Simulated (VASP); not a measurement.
Set up this calculation in VASP 6.6.1, as the native input.

| Quantity | Value |
| --- | --- |
| Task | single point |
| Functional | PBE |
| Potentials or basis | VASP PAW PBE potentials, release 64 (Zn, Cd, Se, S) |
| Cutoff | 520 eV |
| k mesh | 4 × 2 × 4 |
| Occupations | gaussian, width 0.1 eV |
| Spin | no spin polarisation |
| Dipole correction | no |
| Further INCAR settings | ALGO = Normal; EDIFF = 1e-06; NBANDS = 66 |

The structure of ZnCd2Se2S lies in POSCAR:

```
ZnCd2Se2S
1.0
   -4.2118035673      0.0029576294     -0.0023078922
   -0.0052564855      7.2635752813     -0.0044354513
    2.1016061738     -1.2059282760    -10.3505556957
Zn Cd Se S
2 4 4 2
Direct
    0.6037162363      0.8666880086      0.2066092279
    0.1052344391      0.3665243999      0.2064242747
    0.7712567881      0.5913119030      0.5456076580
    0.2734496566      0.0916830881      0.5458671188
    0.9367991740      0.9794114134      0.8744236916
    0.4362052277      0.4796399528      0.8748707528
    0.7240164429      0.9089365782      0.4463688775
    0.2224857706      0.4087651364      0.4461535793
    0.5682026603      0.5213613111      0.1336872564
    0.0671752996      0.0213667195      0.1334608983
    0.8948557451      0.6319111425      0.7922263411
    0.3956485597      0.1320823466      0.7923923237
```

These files were run (other wordings do the same):

INCAR

```
SYSTEM = ZnCd2Se2S
PREC     = Accurate       ! precision mode
ENCUT    = 520            ! plane-wave cutoff, eV
EDIFF    = 1E-6           ! SCF threshold, eV
ISMEAR   = 0              ! smearing method
SIGMA    = 0.1            ! smearing width, eV
LREAL    = .False.        ! projectors in reciprocal space
LASPH    = .True.         ! aspherical terms in the spheres
NELM     = 60             ! most SCF steps
ALGO     = Normal         ! electronic algorithm
ISIF     = 2              ! what is computed and relaxed
LWAVE    = .False.        ! write WAVECAR
LCHARG   = .False.        ! write CHGCAR
GGA      = PE             ! functional
NBANDS   = 66             ! bands
```

KPOINTS

```
regular mesh
0
Gamma
  4 2 4
  0 0 0
```

Potentials or basis: VASP PAW PBE potentials, release 64 (Zn, Cd, Se, S).

Command:

```console
$ cat potpaw_PBE.64/Zn/POTCAR potpaw_PBE.64/Cd/POTCAR potpaw_PBE.64/Se/POTCAR potpaw_PBE.64/S/POTCAR > POTCAR
$ mpirun -np 1 vasp_std > vasp.out
```

Results of the run:

```yaml
Pressure: 0.3 GPa
Largest_force: 0.024 eV/Å
Band_gap_on_the_k_mesh: 0.66 eV
```

Caveat: the k points lie up to 0.44 Å⁻¹ apart.

Wall time 8.9 min on 1 thread of Intel(R) Xeon(R) Platinum 8259CL CPU @ 2.50GHz (Skylake/Cascade Lake), with other jobs on the host, peak memory 0.58 GiB.
